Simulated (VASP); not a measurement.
Input of a VASP 6.6.1 run:

The input INCAR:

```
ALGO = Normal ; EDIFF = 1E-7
EDIFFG = -0.002 ; ENCUT = 600
GGA = PS ; GGA_COMPAT = False
IBRION = 2 ; ISIF = 3
ISMEAR = -1 ; LASPH = True
LCHARG = False ; LREAL = False
LWAVE = False ; NELM = 120
NELMIN = 4 ; NSW = 100
PREC = Accurate ; PSTRESS = 100.0
SIGMA = 0.05
```

KPOINTS

```
k-points
0
Gamma
  18 18 18
```

File POSCAR:

```
TiC
1.0
    0.0000000000      2.1467070539      2.1467070539
    2.1467070539      0.0000000000      2.1467070539
    2.1467070539      2.1467070539      0.0000000000
Ti C
1 1
Direct
    0.0000000000      0.0000000000      0.0000000000
    0.5000000000      0.5000000000      0.5000000000
```

Potentials or basis: VASP PAW PBE potentials, release 64 (Ti_sv, C).

Launch:

```console
$ cat potpaw_PBE.64/Ti_sv/POTCAR potpaw_PBE.64/C/POTCAR > POTCAR
$ mpirun -np 1 vasp_std > vasp.out
```

Q: What does it give for the relaxed cell?

A: a = 3.001 Å, b = 3.001 Å, c = 3.001 Å, α = 60.00°, β = 60.00°, γ = 60.00°.

Q: Estimate the space group after relaxing (to 0.1 Å).

A: Fm-3m (No. 225).

Q: Estimate the relaxed volume.

A: 9.56 Å³/atom.

Step by step:
```csv
step,energy change (eV),largest force (eV/Å),pressure (GPa),volume (Å³)
1,0.0000,0.0000,0.14,19.79
2,0.1408,0.0000,28.52,18.09
3,0.0201,0.0000,9.85,19.12
4,0.0209,0.0000,10.04,19.11
5,0.0205,0.0000,9.97,19.12
```

Caveat: the cell is relaxed towards a set pressure, so the run minimises the enthalpy, not the energy; the PAW data sets were made with another functional, which shifts forces and pressure a little.
